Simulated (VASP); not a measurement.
Here is a VASP 6.6.1 calculation.

INCAR

```
ALGO = Normal
EDIFF = 1E-8
ENCUT = 520
GGA = PS
ISIF = 2
ISMEAR = -1
LASPH = T
LCHARG = F
LEFG = T
LREAL = F
LWAVE = F
NBANDS = 20
NELM = 100
PREC = Accurate
SIGMA = 0.05
```

The input KPOINTS:

```
k-points
0
Gamma
  13 13 13
```

The input POSCAR:

```
MoS2
1.0
    1.6023119586      0.9250952406      6.2039093722
   -1.6023119586      0.9250952406      6.2039093722
    0.0000000000     -1.8501904812      6.2039093722
Mo S
1 2
Direct
    0.0000000000      0.0000000000      0.0000000000
    0.7484000000      0.7484000000      0.7484000000
    0.5849000000      0.5849000000      0.5849000000
```

Potentials or basis: VASP PAW PBE potentials, release 64 (Mo_sv, S).

Run with:

```bash
$ cat potpaw_PBE.64/Mo_sv/POTCAR potpaw_PBE.64/S/POTCAR > POTCAR
$ mpirun -np 1 vasp_std > vasp.out
```

Task: Estimate the pressure.

Result: -1.9 GPa.

Task: Estimate the largest force.

Result: 0.316 eV/Å.

Task: What does it give for the band gap on the k mesh?

Result: 0.75 eV (least direct gap 1.72 eV).

Stress tensor (GPa, compression positive):
```
-4.13  0.00  0.00
 0.00 -4.13  0.00
 0.00  0.00  2.64
```

Caveat: the stress differs along the axes, from -4 to 3 GPa; without QUAD_EFG the Cq values of the log hold for a quadrupole moment of 1 mb, not for the nuclei; the PAW data sets were made with another functional, which shifts forces and pressure a little. A k mesh can miss the band edges.
